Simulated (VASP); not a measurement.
# AlN (P6_3mc) in VASP: further runs

The runs below take AlN through single point, with PBE.

All numbers are computed with VASP 6.6.1; they aren't measurements. Logs are shortened: lines on timing, memory, paths and dates and some standing lists are left out, and cuts for length are marked.

### Step 1. The cell of the first run

Symmetry: P6_3mc, No. 186, hexagonal system. The conventional cell has a = 3.271 Å, b = 3.271 Å, c = 4.874 Å, α = 90.00°, β = 90.00°, γ = 120.00°. Al (site symmetry 3m) has 4 N at 1.92 to 1.96 Å within 2.5 Å. Within 2.5 Å of N (site symmetry 3m) lie 4 Al at 1.92 to 1.96 Å.

### Step 2. Single point, PBE

File INCAR:

```
SYSTEM = AlN
PREC     = Accurate       ! precision mode
ENCUT    = 520            ! plane-wave cutoff, eV
EDIFF    = 1E-6           ! SCF threshold, eV
ISMEAR   = 0              ! smearing method
SIGMA    = 0.02           ! smearing width, eV
LREAL    = .False.        ! projectors in reciprocal space
LASPH    = .True.         ! aspherical terms in the spheres
NELM     = 80             ! most SCF steps
ALGO     = Normal         ! electronic algorithm
ISIF     = 2              ! what is computed and relaxed
LWAVE    = .False.        ! write WAVECAR
LCHARG   = .False.        ! write CHGCAR
GGA      = PE             ! functional
NBANDS   = 16             ! bands
```

File KPOINTS:

```
regular mesh
0
Gamma
  12 12 6
  0 0 0
```

File POSCAR:

```
AlN
1.0
    3.2710677989      0.0000000000      0.0000000000
   -1.6355338995      2.8328278114      0.0000000000
    0.0000000000      0.0000000000      4.8736875875
Al N
2 2
Direct
    0.6666666667      0.3333333333      0.4927377468
    0.3333333333      0.6666666667      0.9927377468
    0.6666666667      0.3333333333      0.8872622532
    0.3333333333      0.6666666667      0.3872622532
```

Potentials or basis: VASP PAW PBE potentials, release 64 (Al, N).

The run is started by

```bash
$ cat potpaw_PBE.64/Al/POTCAR potpaw_PBE.64/N/POTCAR > POTCAR
$ mpirun -np 1 vasp_std > vasp.out
```

OUTCAR:

```text
SYSTEM = AlN
   PREC = Accurate
   ENCUT = 520
   EDIFF = 1E-6
   ISMEAR = 0
   LREAL = .False.
   LASPH = .True.
   NELM = 80
   ISIF = 2
   GGA = PE

 ion  position               nearest neighbor table
   1  0.667  0.333  0.493-   3 1.92   4 1.96   4 1.96   4 1.96   2 3.08   2 3.08   2 3.08   2 3.08
                             2 3.08   2 3.08
   2  0.333  0.667  0.993-   4 1.92   3 1.96   3 1.96   3 1.96   1 3.08   1 3.08   1 3.08   1 3.08
                             1 3.08   1 3.08
   3  0.667  0.333  0.887-   1 1.92   2 1.96   2 1.96   2 1.96
   4  0.333  0.667  0.387-   2 1.92   1 1.96   1 1.96   1 1.96

  LATTYP: Found a hexagonal cell.
 ALAT       =     3.2710677989
 C/A-ratio  =     1.4899378084

  Lattice vectors:

 A1 = (   3.2710677989,   0.0000000000,   0.0000000000)
 A2 = (  -1.6355338995,   2.8328278114,   0.0000000000)
 A3 = (   0.0000000000,   0.0000000000,   4.8736875875)

Analysis of symmetry for initial positions (statically):
=====================================================================
 Subroutine PRICEL returns:
 Original cell was already a primitive cell.

 Routine SETGRP: Setting up the symmetry group for a
 hexagonal supercell.

 Subroutine GETGRP returns: Found 12 space group operations
 (whereof  6 operations were pure point group operations)
 out of a pool of 24 trial point group operations.

The static configuration has the point symmetry C_3v.
 The point group associated with its full space group is C_6v.

Analysis of symmetry for dynamics (positions and initial velocities):
=====================================================================
 Subroutine PRICEL returns:
 Original cell was already a primitive cell.

 Routine SETGRP: Setting up the symmetry group for a
 hexagonal supercell.

 Subroutine GETGRP returns: Found 12 space group operations
 (whereof  6 operations were pure point group operations)
 out of a pool of 24 trial point group operations.

The dynamic configuration has the point symmetry C_3v.
 The point group associated with its full space group is C_6v.

 Subroutine INISYM returns: Found 12 space group operations
 (whereof  6 operations are pure point group operations),
 and found     1 'primitive' translations

----------------------------------------------------------------------------------------

                                     Primitive cell

  volume of cell :      45.1614

  direct lattice vectors                    reciprocal lattice vectors
     3.271067799  0.000000000  0.000000000     0.305710570  0.176502080  0.000000000
    -1.635533899  2.832827811  0.000000000     0.000000000  0.353004159  0.000000000
     0.000000000  0.000000000  4.873687588     0.000000000  0.000000000  0.205183443

  length of vectors
     3.271067799  3.271067799  4.873687588     0.353004159  0.353004159  0.205183443

  position of ions in fractional coordinates (direct lattice)
     0.666666667  0.333333333  0.492737747
     0.333333333  0.666666667  0.992737747
     0.666666667  0.333333333  0.887262253
     0.333333333  0.666666667  0.387262253

  ion indices of the primitive-cell ions
   primitive index   ion index
                 1           1
                 2           2
                 3           3
                 4           4

----------------------------------------------------------------------------------------

 KPOINTS: regular mesh

Automatic generation of k-mesh.
 Grid dimensions read from file:
 generate k-points for:   12   12    6

 Generating k-lattice:

  Cartesian coordinates                     Fractional coordinates (reciprocal lattice)
     0.025475881  0.014708507  0.000000000     0.083333333  0.000000000  0.000000000
     0.000000000  0.029417013  0.000000000     0.000000000  0.083333333  0.000000000
     0.000000000  0.000000000  0.034197241     0.000000000  0.000000000  0.166666667

  Length of vectors
     0.029417013  0.029417013  0.034197241

  Shift w.r.t. Gamma in fractional coordinates (k-lattice)
     0.000000000  0.000000000  0.000000000

 Subroutine IBZKPT returns following result:
 ===========================================

 Found     76 irreducible k-points:

 Following reciprocal coordinates:
            Coordinates               Weight
  0.000000  0.000000  0.000000      1.000000
  0.083333  0.000000  0.000000      6.000000
  0.166667  0.000000  0.000000      6.000000
  0.250000  0.000000  0.000000      6.000000
  0.333333  0.000000  0.000000      6.000000
  0.416667  0.000000  0.000000      6.000000
[... 16 lines left out ...]
  0.250000  0.000000  0.166667     12.000000
  0.333333  0.000000  0.166667     12.000000
 [... further k-points ...]
   k-points           NKPTS =     76   k-points in BZ     NKDIM =     76   number of bands    NBANDS=     16
   number of dos      NEDOS =    301   number of ions     NIONS =      4
   total plane-waves  NPLWV =  20736
   dimension x,y,z NGX =    24 NGY =   24 NGZ =   36
   dimension x,y,z NGXF=    48 NGYF=   48 NGZF=   72
   ions per type =               2   2
   NGX,Y,Z   is equivalent  to a cutoff of  12.20, 12.20, 12.28 a.u.
   NGXF,Y,Z  is equivalent  to a cutoff of  24.40, 24.40, 24.56 a.u.
 SYSTEM =  AlN
   PREC   = accura    normal or accurate (medium, high low for compatibility)
   ISTART =      0    job   : 0-new  1-cont  2-samecut
   ICHARG =      2    charge: 1-file 2-atom 10-const
   ISPIN  =      1    spin polarized calculation?
   LNONCOLLINEAR =      F non collinear calculations
   LSORBIT =      F    spin-orbit coupling
   LASPH  =      T    aspherical Exc in radial PAW
   ENCUT  =  520.0 eV  38.22 Ry    6.18 a.u.   6.08  6.08  9.06*2*pi/ulx,y,z
   NELM   =     80;   NELMIN=  2; NELMDL= -5     # of ELM steps
   EDIFF  = 0.1E-05   stopping-criterion for ELM
   LREAL  =      F    real-space projection
   EDIFFG = 0.1E-04   stopping-criterion for IOM
   NSW    =      0    number of steps for IOM
   IBRION =     -1    ionic relax: 0-MD 1-quasi-New 2-CG
   NFREE  =      0    steps in history (QN), initial steepest desc. (CG)
   ISIF   =      2    stress and relaxation
   ISYM   =      2    0-nonsym 1-usesym 2-fastsym
   POTIM  = 0.5000    time-step for ionic-motion
   TEBEG  =    0.0;   TEEND  =   0.0 temperature during run
   PSTRESS=    0.0 pullay stress
   NELECT =      16.0000    total number of electrons
   NUPDOWN=      -1.0000    fix difference up-down
   EMIN   =  10.00;   EMAX   =-10.00  energy-range for DOS
   EFERMI =   0.00;   METHOD = LEGACY
   ISMEAR =     0;   SIGMA  =   0.02  broadening in eV -4-tet -1-fermi 0-gaus
   EFERMI_NEDOS =   21; number of points for ismear=-14 and -15
   IALGO  =     38    algorithm
   IMIX   =      4    mixing-type and parameters
     AMIX     =   0.40;   BMIX     =  1.00
     AMIX_MAG =   1.60;   BMIX_MAG =  1.00
  volume/ion in A,a.u.               =      11.29        76.19
  Fermi-wavevector in a.u.,A,eV,Ry     =   1.158401  2.189061 18.257569  1.341893
  Thomas-Fermi vector in A             =   2.295004
   LORBIT       =      0    0 simple, 1 ext, 2 COOP (PROOUT), +10 PAW based schemes
   GGA     = PE    functional components
   LHFCALC =     F    Hartree Fock is set to
   AEXX    =    0.0000 exact exchange contribution
   IVDW    =     0    specifies the selected vdW correction
   LEPSILON=     F    determine dielectric tensor
   LRPA    =     F    only Hartree local field effects (RPA)
 non-spin polarized calculation
 Gauss-broadening in eV      SIGMA  =   0.02
  energy-cutoff  :      520.00
  volume of cell :       45.16
 maximum number of plane-waves:      1236
   NGX = 13   NGY = 13   NGZ = 19

 number of electron      16.0000000 magnetization

 Free energy of the ion-electron system (eV)
  ---------------------------------------------------
  ext. energy  EPLUGINS =         0.00000000
  ---------------------------------------------------
  free energy    TOTEN  =       -29.56227845 eV

  energy without entropy =      -29.56227845  energy(sigma->0) =      -29.56227845

 E-fermi :   5.9584     XC(G=0): -10.5754

 val. band max:        5.7927884723   @ k =   0.0000   0.0000   0.0000
 cond. band min:       8.9651388377   @ k =   0.0000   0.0000   0.0000
 fundamental gap:      3.1723503654
 Fermi energy:         5.9584035417

 k-point     1 :       0.0000    0.0000    0.0000
  band No.  band energies     occupation
      1      -9.3037      2.00000
      2      -7.1034      2.00000
      3       0.0277      2.00000
      4       4.2884      2.00000
      5       4.2884      2.00000
      6       5.1339      2.00000
[... 8 lines left out ...]
     15      17.4532      0.00000
     16      18.9602      0.00000

 k-point     2 :       0.0833    0.0000    0.0000
  band No.  band energies     occupation
      1      -9.2278      2.00000
      2      -7.0701      2.00000
      3       0.1198      2.00000
      4       3.9205      2.00000
      5       4.1808      2.00000
      6       4.7371      2.00000
[... 8 lines left out ...]
     15      17.5871      0.00000
     16      18.0133      0.00000

 k-point     3 :       0.1667    0.0000    0.0000
  band No.  band energies     occupation
      1      -9.0065      2.00000
      2      -6.9823      2.00000
      3       0.3910      2.00000
      4       3.0327      2.00000
      5       3.9254      2.00000
      6       3.9318      2.00000
[... 8 lines left out ...]
     15      17.2677      0.00000
     16      17.4788      0.00000

 k-point     4 :       0.2500    0.0000    0.0000
  band No.  band energies     occupation
      1      -8.6629      2.00000
      2      -6.8777      2.00000
      3       0.8243      2.00000
      4       2.0100      2.00000
      5       3.0858      2.00000
      6       3.6317      2.00000
[... 8 lines left out ...]
     15      17.0925      0.00000
     16      17.5062      0.00000
[... 324 lines left out ...]
 k-point    22 :       0.1667    0.0000    0.1667
  band No.  band energies     occupation
      1      -8.9021      2.00000
      2      -7.1668      2.00000
      3       0.6476      2.00000
      4       3.1471      2.00000
      5       3.6961      2.00000
      6       3.9937      2.00000
[... 8 lines left out ...]
     15      17.1605      0.00000
     16      17.4304      0.00000

 k-point    23 :       0.2500    0.0000    0.1667
  band No.  band energies     occupation
      1      -8.5661      2.00000
      2      -7.0295      2.00000
      3       0.8582      2.00000
      4       2.2596      2.00000
      5       2.9017      2.00000
      6       3.7091      2.00000
[... 8 lines left out ...]
     15      17.1761      0.00000
     16      17.6710      0.00000

 k-point    24 :       0.3333    0.0000    0.1667
  band No.  band energies     occupation
      1      -8.1583      2.00000
      2      -6.9234      2.00000
      3       0.7165      2.00000
      4       1.7600      2.00000
      5       2.4026      2.00000
      6       3.4609      2.00000
[... 8 lines left out ...]
     15      17.2638      0.00000
     16      18.5020      0.00000

 [... further k-points ...]
[... 5 lines left out ...]
  --------------------------------------------------------------------------------------
  -------------------------------------------------------------------------------------
  Total       -4.7276285     -4.7276285     -0.0346261      0.0000000      0.0000000      0.0000000
  in kB     -167.7206403   -167.7206403     -1.2284203      0.0000000      0.0000000      0.0000000
  external PRESSURE =    -112.2232337 kB  Pullay stress =       0.0000000 kB

 VOLUME and BASIS-vectors are now :
 -----------------------------------------------------------------------------
  energy-cutoff  :      520.00
  volume of cell :       45.16
      direct lattice vectors                 reciprocal lattice vectors
     3.271067799  0.000000000  0.000000000     0.305710570  0.176502080  0.000000000
    -1.635533899  2.832827811  0.000000000     0.000000000  0.353004159  0.000000000
     0.000000000  0.000000000  4.873687588     0.000000000  0.000000000  0.205183443

 POSITION                                       TOTAL-FORCE (eV/Angst)
 -----------------------------------------------------------------------------------
      1.63553      0.94428      2.40145        -0.000000     -0.000000      0.000464
     -0.00000      1.88855      4.83829         0.000000      0.000000      0.000464
      1.63553      0.94428      4.32424        -0.000000      0.000000     -0.000464
     -0.00000      1.88855      1.88740         0.000000     -0.000000     -0.000464
 -----------------------------------------------------------------------------------
    total drift:                                0.000000      0.000000      0.000752

  FREE ENERGIE OF THE ION-ELECTRON SYSTEM (eV)
  ---------------------------------------------------
  free  energy   TOTEN  =       -29.5622784476 eV

  energy  without entropy=      -29.5622784476  energy(sigma->0) =      -29.56227845
```

It took 22 s on 1 thread of Intel Xeon Platinum 8559C (Emerald Rapids), shared host; peak memory 0.18 GiB.

What came out:

- Free energy: -29.5623 eV
- Pressure: -11.2 GPa
- Band gap on the k mesh: 3.17 eV, direct

A k mesh can miss the band edges. Expect the measured gap to be larger: semilocal functionals such as PBE lack the derivative discontinuity.

[end of part 1 of 3]
